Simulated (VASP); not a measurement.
## Tm3C2: single point with PBE

The system is Tm3C2.

```
CELL_PARAMETERS angstrom
4.60909 0.00000 0.00000
0.00000 4.60909 0.00000
0.00000 0.00000 4.60909
ATOMIC_POSITIONS crystal
Tm 0.50000 0.00000 0.00000
Tm 0.00000 0.50000 0.00000
Tm 0.00000 0.00000 0.50000
C 0.00000 0.00000 0.00000
C 0.50000 0.50000 0.50000
```

The cell was built from a structure type or drawn by symmetry, and may not be a known phase.

```yaml
Program: VASP 6.6.1
Task: single point
Functional: PBE
Potentials_or_basis: VASP PAW PBE potentials, release 64 (Tm_3, C), 4f in core
Cutoff: 600 eV
k_mesh: 4 × 4 × 4
Occupations: gaussian, width 0.1 eV
Spin: no spin polarisation
Dipole_correction: no
Mended: yes
Further_INCAR_settings: ALGO = Normal; EDIFF = 1e-06; NBANDS = 26
```

```yaml
Pressure: 0.7 GPa
Band_gap_on_the_k_mesh: zero (an odd number of electrons rules out a gap without spin polarisation)
```

Levels at points of the mesh, in eV from the Fermi level:
```
           k point  band 14  band 15  band 16  band 17  band 18  band 19  band 20  band 21
(0.00, 0.00, 0.00)    -1.23    -1.22    -1.22    -1.10    -0.83    -0.83    -0.83    -0.04
(0.50, 0.00, 0.00)    -1.70    -1.70    -1.58    -1.58    -0.37     0.54     0.57     1.55
(0.50, 0.50, 0.00)    -2.30    -2.30    -2.29    -1.96     1.44     1.44     1.67     1.67
(0.50, 0.50, 0.50)    -4.93    -1.66    -1.66    -1.66     1.11     1.11     1.11     1.16
```

It took 20 s on 1 thread of Intel(R) Xeon(R) 6975P-C (Granite Rapids), on a shared host, peak memory 0.24 GiB.

Caveat: spin-orbit coupling is left out, which moves the levels of the heavy elements; the 4f electrons are frozen in the core, so they carry no moment and show no levels. Spin polarisation is off, so any magnetic state and its effect on volume and gap are missing.
